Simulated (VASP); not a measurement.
# SiC (Moissanite) (P6_3mc) in VASP: settings compared, part 2 of 2

VASP 6.6.1. The steps go on from the part before.

**3. Relaxation of cell and atoms, PBEsol+D4**

This run uses another cell than the first one, of 10.34 Å³/atom, 0.943 times its volume.

Input file INCAR:

```
PREC = Accurate ; ENCUT = 600
EDIFF = 1E-6 ; ISMEAR = -1
SIGMA = 0.05 ; LREAL = False
LASPH = True ; NELM = 100
ALGO = Normal ; ISIF = 3
LWAVE = False ; LCHARG = False
GGA = PS ; IVDW = 13
IBRION = 2 ; NSW = 60
EDIFFG = -0.01
```

Input file KPOINTS:

```
regular mesh
0
Gamma
  10 10 5
```

Input file POSCAR:

```
SiC
1.0
    3.0760000000      0.0000000000      0.0000000000
   -1.5380000000      2.6638941420      0.0000000000
    0.0000000000      0.0000000000      5.0480000000
Si C
2 2
Direct
    0.6666666667      0.3333333333      0.5000000000
    0.3333333333      0.6666666667      0.0000000000
    0.6666666667      0.3333333333      0.8850000000
    0.3333333333      0.6666666667      0.3850000000
```

Potentials or basis: VASP PAW PBE potentials, release 64 (Si, C).

Run with:

```bash
$ cat potpaw_PBE.64/Si/POTCAR potpaw_PBE.64/C/POTCAR > POTCAR
$ mpirun -np 1 vasp_std > vasp.out
```

OUTCAR:

```text
PREC = Accurate
   ENCUT = 600
   EDIFF = 1E-6
   ISMEAR = -1
   LREAL = False
   LASPH = True
   NELM = 100
   ISIF = 3
   GGA = PS
   IVDW = 13
   IBRION = 2
   NSW = 60
   EDIFFG = -0.01

 ion  position               nearest neighbor table
   1  0.667  0.333  0.500-   4 1.87   4 1.87   4 1.87   3 1.94   2 3.09   2 3.09   2 3.09   2 3.09
                             2 3.09   2 3.09
   2  0.333  0.667  0.000-   3 1.87   3 1.87   3 1.87   4 1.94   1 3.09   1 3.09   1 3.09   1 3.09
                             1 3.09   1 3.09
   3  0.667  0.333  0.885-   2 1.87   2 1.87   2 1.87   1 1.94
   4  0.333  0.667  0.385-   1 1.87   1 1.87   1 1.87   2 1.94

  LATTYP: Found a hexagonal cell.
 ALAT       =     3.0760000000
 C/A-ratio  =     1.6410923277

  Lattice vectors:

 A1 = (   3.0760000000,   0.0000000000,   0.0000000000)
 A2 = (  -1.5380000000,   2.6638941420,   0.0000000000)
 A3 = (   0.0000000000,   0.0000000000,   5.0480000000)

Analysis of symmetry for initial positions (statically):
=====================================================================
 Subroutine PRICEL returns:
 Original cell was already a primitive cell.

 Routine SETGRP: Setting up the symmetry group for a
 hexagonal supercell.

 Subroutine GETGRP returns: Found 12 space group operations
 (whereof  6 operations were pure point group operations)
 out of a pool of 24 trial point group operations.

The static configuration has the point symmetry C_3v.
 The point group associated with its full space group is C_6v.

Analysis of symmetry for dynamics (positions and initial velocities):
=====================================================================
 Subroutine PRICEL returns:
 Original cell was already a primitive cell.

 Routine SETGRP: Setting up the symmetry group for a
 hexagonal supercell.

 Subroutine GETGRP returns: Found 12 space group operations
 (whereof  6 operations were pure point group operations)
 out of a pool of 24 trial point group operations.

The dynamic configuration has the point symmetry C_3v.
 The point group associated with its full space group is C_6v.

 Subroutine INISYM returns: Found 12 space group operations
 (whereof  6 operations are pure point group operations),
 and found     1 'primitive' translations

[... 115 lines left out ...]
   IALGO  =     38    algorithm
   IMIX   =      4    mixing-type and parameters
     AMIX     =   0.40;   BMIX     =  1.00
     AMIX_MAG =   1.60;   BMIX_MAG =  1.00
  volume/ion in A,a.u.               =      10.34        69.78
  Fermi-wavevector in a.u.,A,eV,Ry     =   1.192817  2.254098 19.358549  1.422813
  Thomas-Fermi vector in A             =   2.328847
   LORBIT       =      0    0 simple, 1 ext, 2 COOP (PROOUT), +10 PAW based schemes
   GGA     = PS    functional components
   LHFCALC =     F    Hartree Fock is set to
   AEXX    =    0.0000 exact exchange contribution
   IVDW    =    13    specifies the selected vdW correction
   LEPSILON=     F    determine dielectric tensor
   LRPA    =     F    only Hartree local field effects (RPA)
 conjugate gradient relaxation of ions
 non-spin polarized calculation
  energy-cutoff  :      600.00
  volume of cell :       41.36
 maximum number of plane-waves:      1398
 NGX is ok and might be reduce to    28
   NGX = 13   NGY = 13   NGZ = 21

--------------------------------------- Ionic step        1  -------------------------------------------

 number of electron      16.0000001 magnetization

 Free energy of the ion-electron system (eV)
  ---------------------------------------------------
  ext. energy  EPLUGINS =         0.00000000
  ---------------------------------------------------
  free energy    TOTEN  =       -31.78814853 eV

  energy without entropy =      -31.78814853  energy(sigma->0) =      -31.78814853

------------------------ aborting loop because EDIFF is reached ----------------------------------------

  DFT-D4 for vdW energy calculation

  Edisp (eV):   -0.74545
[... 285 lines left out ...]
--------------------------------------- Ionic step        8  -------------------------------------------

 number of electron      16.0000000 magnetization

 Free energy of the ion-electron system (eV)
  ---------------------------------------------------
  ext. energy  EPLUGINS =         0.00000000
  ---------------------------------------------------
  free energy    TOTEN  =       -31.82076273 eV

  energy without entropy =      -31.82076273  energy(sigma->0) =      -31.82076273

 E-fermi :   9.3174     XC(G=0): -11.5429

 val. band max:        8.3237491702   @ k =   0.0000   0.0000   0.0000
 cond. band min:      10.5802166959   @ k =   0.3000   0.3000   0.0000
 fundamental gap:      2.2564675257
 Fermi energy:         9.3174088494

 k-point     1 :       0.0000    0.0000    0.0000
  band No.  band energies     occupation
      1      -7.3475      2.00000
      2      -3.7044      2.00000
      3      -0.4976      2.00000
      4       6.9963      2.00000
      5       6.9963      2.00000
      6       8.2109      2.00000
      7       8.3237      2.00000
      8       8.3237      2.00000
      9      13.1481      0.00000
     10      14.5824      0.00000
     11      14.9775      0.00000
     12      14.9775      0.00000
[... 331 lines left out ...]
 k-point    24 :       0.4000    0.1000    0.2000
  band No.  band energies     occupation
      1      -3.9395      2.00000
      2      -2.3876      2.00000
      3       0.1393      2.00000
      4       1.6646      2.00000
      5       3.5701      2.00000
      6       4.5187      2.00000
      7       5.7962      2.00000
      8       6.2892      2.00000
      9      11.8889      0.00000
     10      12.2815      0.00000
     11      15.2540      0.00000
     12      15.6497      0.00000

 [... further k-points ...]

------------------------ aborting loop because EDIFF is reached ----------------------------------------

  DFT-D4 for vdW energy calculation

  Edisp (eV):   -0.75146
[... 27 lines left out ...]
  FREE ENERGIE OF THE ION-ELECTRON SYSTEM (eV)
  ---------------------------------------------------
  free  energy   TOTEN  =       -32.5722186140 eV

  energy  without entropy=      -32.5722186140  energy(sigma->0) =      -32.57221861

 reached required accuracy - stopping structural energy minimisation
```

Wall time 1.7 min (1 thread of Intel Xeon 6975P-C (Granite Rapids), shared host); peak memory 0.18 GiB.

What came out:

- Free energy: -32.5722 eV
- Relaxed volume: 10.24 Å³/atom
- Relaxed cell: a = 3.066 Å, b = 3.066 Å, c = 5.031 Å, α = 90.00°, β = 90.00°, γ = 120.00°
- Space group after relaxing (to 0.05 Å): P6_3mc (No. 186)
- Energy gained by relaxing: 9.7 meV/atom
- Ionic steps: 8
- Pressure after relaxing: 0.0 GPa
- Band gap on the k mesh: 2.26 eV, indirect (least direct gap 3.87 eV)
- Dispersion energy per atom: -0.188 eV

Step by step:
```tsv
step	energy change (eV)	largest force (eV/Å)	pressure (GPa)	volume (Å³)
1	0.0000	0.7429	-1.94	41.36
2	-0.0039	0.6980	2.11	40.62
3	-0.0356	0.0696	-0.11	40.96
4	-0.0356	0.0538	-0.06	40.96
5	-0.0385	0.0159	0.35	40.89
6	-0.0386	0.0054	0.29	40.90
7	-0.0386	0.0062	-0.24	40.99
8	-0.0386	0.0007	0.01	40.95
```

Final structure:
```yaml
crystal:
  lattice:
    - [3.06570, 0.00000, 0.00000]
    - [-1.53285, 2.65497, 0.00000]
    - [0.00000, 0.00000, 5.03060]
  atoms:
    - { symbol: Si, position: [0.66667, 0.33333, 0.50459] }
    - { symbol: Si, position: [0.33333, 0.66667, 0.00459] }
    - { symbol: C, position: [0.66667, 0.33333, 0.88041] }
    - { symbol: C, position: [0.33333, 0.66667, 0.38041] }
```

Caveat: the PAW data sets were made with another functional, which shifts forces and pressure a little. A k mesh can miss the band edges.

**4. Relaxation of cell and atoms, revPBE+D3(BJ)**

This run uses another cell than the first one, of 10.34 Å³/atom, 0.943 times its volume.

Input file INCAR:

```
SYSTEM = SiC
ALGO = Normal
EDIFF = 1E-6
EDIFFG = -0.01
ENCUT = 600
GGA = RE
IBRION = 2
ISIF = 3
ISMEAR = -1
IVDW = 12
LASPH = .True.
LCHARG = .False.
LREAL = .False.
LWAVE = .False.
NELM = 100
NSW = 60
PREC = Accurate
SIGMA = 0.05
```

Input file KPOINTS:

```
k-points
0
Gamma
  10 10 5
  0 0 0
```

POSCAR is that of step 3.

Run with:

```bash
$ cat potpaw_PBE.64/Si/POTCAR potpaw_PBE.64/C/POTCAR > POTCAR
$ mpirun -np 1 vasp_std > vasp.out
```

It took 1.7 min on 1 thread of Intel Xeon 6975P-C (Granite Rapids), shared host; peak memory 0.2 GiB.

It converged, with:

| Item | Value |
| --- | --- |
| Free energy | -31.2806 eV |
| Relaxed volume | 10.15 Å³/atom |
| Relaxed cell | a = 3.057 Å, b = 3.057 Å, c = 5.016 Å, α = 90.00°, β = 90.00°, γ = 120.00° |
| Space group after relaxing (to 0.05 Å) | P6_3mc (No. 186) |
| Energy gained by relaxing | 11.7 meV/atom |
| Ionic steps | 8 |
| Pressure after relaxing | 0.0 GPa |
| Band gap on the k mesh | 2.42 eV, indirect (least direct gap 4.03 eV) |
| Dispersion energy per atom | -0.610 eV |

The path:
```csv
step,energy change (eV),largest force (eV/Å),pressure (GPa),volume (Å³)
1,0.0000,0.7610,-3.83,41.36
2,-0.0010,0.7789,4.29,39.90
3,-0.0438,0.0756,-0.04,40.59
4,-0.0438,0.0595,0.05,40.58
5,-0.0467,0.0011,0.42,40.52
6,-0.0468,0.0085,0.36,40.53
7,-0.0468,0.0072,-0.28,40.64
8,-0.0469,0.0002,0.01,40.59
```

Final structure:
```
CELL_PARAMETERS angstrom
3.05668 0.00000 0.00000
-1.52834 2.64717 0.00000
0.00000 0.00000 5.01617
ATOMIC_POSITIONS crystal
Si 0.66667 0.33333 0.50463
Si 0.33333 0.66667 0.00463
C 0.66667 0.33333 0.88037
C 0.33333 0.66667 0.38037
```

Levels at points of the mesh, in eV from the valence-band top:
| k point | band 6 | band 7 | band 8 | band 9 | band 10 | band 11 |
| --- | --- | --- | --- | --- | --- | --- |
| (0.00, 0.00, 0.00) | -0.11 | 0.00 | 0.00 | 4.99 | 6.43 | 6.81 |
| (0.50, 0.00, 0.00) | -3.35 | -3.33 | -1.20 | 2.83 | 4.25 | 7.06 |

Caveat: the PAW data sets were made with another functional, which shifts forces and pressure a little.

**5. Single point, PBEsol (volume scaled by 0.94)**

Input file INCAR:

```
SYSTEM = SiC
ALGO = Normal
EDIFF = 1E-6
ENCUT = 520
GGA = PS
ISIF = 2
ISMEAR = -1
LASPH = .True.
LCHARG = .False.
LREAL = .False.
LWAVE = .False.
NBANDS = 16
NELM = 80
PREC = Accurate
SIGMA = 0.05
```

KPOINTS is that of step 4.

Input file POSCAR:

```
SiC
1.0
    3.0132068704      0.0000000000      0.0000000000
   -1.5066034352      2.6095136966      0.0000000000
    0.0000000000      0.0000000000      4.9449506768
Si C
2 2
Direct
    0.6666666667      0.3333333333      0.5000000000
    0.3333333333      0.6666666667      0.0000000000
    0.6666666667      0.3333333333      0.8850000000
    0.3333333333      0.6666666667      0.3850000000
```

Run with:

```bash
$ cat potpaw_PBE.64/Si/POTCAR potpaw_PBE.64/C/POTCAR > POTCAR
$ mpirun -np 1 vasp_std > vasp.out
```

Wall time 21 s (1 thread of Intel Xeon Platinum 8375C at 2.90GHz (Ice Lake), shared host); peak memory 0.15 GiB.

It converged, with:

```yaml
Free_energy: -31.6607 eV
Pressure: 16.2 GPa
Largest_force: 0.854 eV/Å
Band_gap_on_the_k_mesh: 2.21 eV, indirect (least direct gap 4.08 eV)
```

Forces in eV/Å, atoms in the order of the input:
```
Si   0.000  0.000  0.854
Si   0.000  0.000  0.854
C    0.000  0.000 -0.854
C    0.000  0.000 -0.854
```

Stress tensor (GPa, compression positive):
```
18.81  0.00  0.00
 0.00 18.81  0.00
 0.00  0.00 11.01
```

Levels at points of the mesh, in eV from the valence-band top:
```tsv
k point	band 4	band 5	band 6	band 7	band 8	band 9	band 10	band 11	band 12	band 13
(0.00, 0.00, 0.00)	-1.58	-1.58	-0.27	-0.27	0.00	5.12	6.60	6.80	6.80	8.06
(0.50, 0.00, 0.00)	-6.72	-5.70	-3.68	-3.50	-1.50	2.58	4.17	7.14	7.35	10.24
```

Caveat: the cell differs from its parent crystal (volume scaled by 0.94); the PAW data sets were made with another functional, which shifts forces and pressure a little.

**6. Single point, PBEsol (volume scaled by 0.98)**

Input file INCAR:

```
  PREC = Accurate
  ENCUT = 520
  EDIFF = 1E-6
  ISMEAR = -1
  SIGMA = 0.05
  LREAL = F
  LASPH = T
  NELM = 60
  ALGO = Normal
  ISIF = 2
  LWAVE = F
  LCHARG = T
  GGA = PS
  LELF = T
  LVHAR = T
  NBANDS = 16
```

Input file KPOINTS:

```
Automatic mesh
0
Gamma
  10 10 5
```

Input file POSCAR:

```
SiC
1.0
    3.0553550827      0.0000000000      0.0000000000
   -1.5276775413      2.6460151191      0.0000000000
    0.0000000000      0.0000000000      5.0141197845
Si C
2 2
Direct
    0.6666666667      0.3333333333      0.5000000000
    0.3333333333      0.6666666667      0.0000000000
    0.6666666667      0.3333333333      0.8850000000
    0.3333333333      0.6666666667      0.3850000000
```

Potentials or basis: VASP PAW PBE potentials, release 64 (Si, C).

Run with:

```bash
$ cat potpaw_PBE.64/Si/POTCAR potpaw_PBE.64/C/POTCAR > POTCAR
$ mpirun -np 1 vasp_std > vasp.out
```

Wall time 23 s (1 thread of Intel Xeon Platinum 8375C at 2.90GHz (Ice Lake), shared host); peak memory 0.16 GiB.

It converged, with:

```yaml
Free_energy: -31.7705 eV
Pressure: 5.3 GPa
Largest_force: 0.784 eV/Å
Band_gap_on_the_k_mesh: 2.29 eV, indirect (least direct gap 4.00 eV)
```

Forces in eV/Å, atoms in the order of the input:
```
Si   0.000  0.000  0.784
Si   0.000  0.000  0.784
C    0.000  0.000 -0.784
C    0.000  0.000 -0.784
```

Stress tensor (GPa, compression positive):
```
7.25 0.00 0.00
0.00 7.25 0.00
0.00 0.00 1.44
```

Levels at points of the mesh, in eV from the valence-band top:
```csv
k point,band 4,band 5,band 6,band 7,band 8,band 9,band 10,band 11,band 12,band 13
"(0.00, 0.00, 0.00)",-1.57,-1.57,-0.27,-0.27,0.00,4.75,6.18,6.55,6.55,7.67
"(0.50, 0.00, 0.00)",-6.62,-5.55,-3.60,-3.37,-1.49,2.51,4.12,6.82,7.19,9.83
```

Caveat: the cell differs from its parent crystal (volume scaled by 0.98); the PAW data sets were made with another functional, which shifts forces and pressure a little.

**7. Overview**

```tsv
task	level	cell	cutoff (eV)	gap on the mesh (eV)	pressure (GPa)	relaxed volume (Å³/atom)	largest force (eV/Å)
single point	r2SCAN+D3(BJ)	a = 3.136, b = 3.136, c = 5.147 Å, angles 90.0, 90.0, 120.0°, 4 atoms	520	2.89	-13.8	-	0.68
relaxation of cell and atoms	PBEsol+D4	relaxed from a = 3.076, b = 3.076, c = 5.048 Å, angles 90.0, 90.0, 120.0°, 4 atoms	600	2.26	0.0	10.24	-
relaxation of cell and atoms	revPBE+D3(BJ)	relaxed from a = 3.076, b = 3.076, c = 5.048 Å, angles 90.0, 90.0, 120.0°, 4 atoms	600	2.42	0.0	10.15	-
single point	PBEsol	a = 3.013, b = 3.013, c = 4.945 Å, angles 90.0, 90.0, 120.0°, 4 atoms	520	2.21	16.2	-	0.85
single point	PBEsol	a = 3.055, b = 3.055, c = 5.014 Å, angles 90.0, 90.0, 120.0°, 4 atoms	520	2.29	5.3	-	0.78
```

Alike in all rows: potentials or basis VASP PAW PBE potentials, release 64 (Si, C); no spin polarisation; k mesh 10 × 10 × 5; smearing fermi-dirac 0.05 eV.

Caveats: the PAW data sets were made with another functional, which shifts forces and pressure a little.

Absolute energies hang on the potentials; compare differences alone.
